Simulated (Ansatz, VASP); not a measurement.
## MgO: VASP beside Ansatz

```
CELL_PARAMETERS angstrom
3.29505 0.00000 0.00000
-1.64752 3.19613 0.04170
0.00000 0.05770 4.22684
ATOMIC_POSITIONS crystal
Mg 0.64070 0.28139 0.78459
Mg 0.35893 0.71785 0.21866
O 0.67365 0.34730 0.24943
O 0.32673 0.65346 0.74732
```

Alike in both runs: task single point; functional PBE; k mesh 9 × 9 × 6; occupations gaussian, width 0.02 eV; no spin polarisation.

|  | VASP | Ansatz |
| --- | --- | --- |
| version | VASP 6.6.1 | Ansatz 0.2.0 |
| potentials or method | VASP PAW PBE potentials, release 64 (Mg, O), cutoff 520 eV | scalar-relativistic, plane waves, PAW |
| valence electrons in the cell | 16 | 32 |

VASP gave:

- gap on the k mesh at the Fermi level (eV): 3.04
- least direct gap on the mesh (eV): 3.04
- pressure (GPa): 3.5
- traceless stress, the component that is largest in VASP (GPa): -6.11
- rms of the force components (eV/Å): 1.032

**Question.** Which values does Ansatz return?

**Answer.** gap on the k mesh at the Fermi level (eV): 3.06; least direct gap on the mesh (eV): 3.06; pressure (GPa): 4.0; traceless stress, the component that is largest in VASP (GPa): -6.04; rms of the force components (eV/Å): 1.021.

Atom by atom the forces differ by 0.011 eV/Å (rms over components). VASP's potentials hold 16 valence electrons a cell and Ansatz's 32, so a difference there can come from the potentials and not from the codes.
